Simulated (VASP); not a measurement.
# PbO2: single point with PBE

The system is PbO2.

```
Pb O
1.0
     0.00000    2.33500    2.33500
     2.33500    0.00000    2.33500
     2.33500    2.33500    0.00000
Pb O
1 2
Direct
  0.00000 0.00000 0.00000
  0.25000 0.25000 0.25000
  0.75000 0.75000 0.75000
```

This cell differs from its parent crystal: volume scaled by 0.75.

```yaml
Program: VASP 6.6.1
Task: single point
Functional: PBE
Potentials_or_basis: VASP PAW PBE potentials, release 64 (Pb_d, O)
Cutoff: 520 eV
k_mesh: 9 × 9 × 9
Occupations: fermi-dirac, width 0.03 eV
Spin: no spin polarisation
Dipole_correction: no
Further_INCAR_settings: ALGO = Normal; EDIFF = 1e-07; NBANDS = 20
```

```yaml
Pressure: 174.4 GPa
Band_gap_on_the_k_mesh: 1.63 eV, indirect (least direct gap 4.00 eV)
```

Levels at points of the mesh, in eV from the valence-band top:
| k point | band 10 | band 11 | band 12 | band 13 | band 14 | band 15 | band 16 | band 17 |
| --- | --- | --- | --- | --- | --- | --- | --- | --- |
| (0.00, 0.00, 0.00) | -2.48 | -2.38 | -2.38 | -2.38 | 1.63 | 8.05 | 8.05 | 8.05 |

Run time: 17 s on 1 thread of Intel(R) Xeon(R) Platinum 8488C (Sapphire Rapids), with other jobs on the host, peak memory 0.16 GiB.

Caveat: spin-orbit coupling is left out, which moves the levels of the heavy elements. A k mesh can miss the band edges.
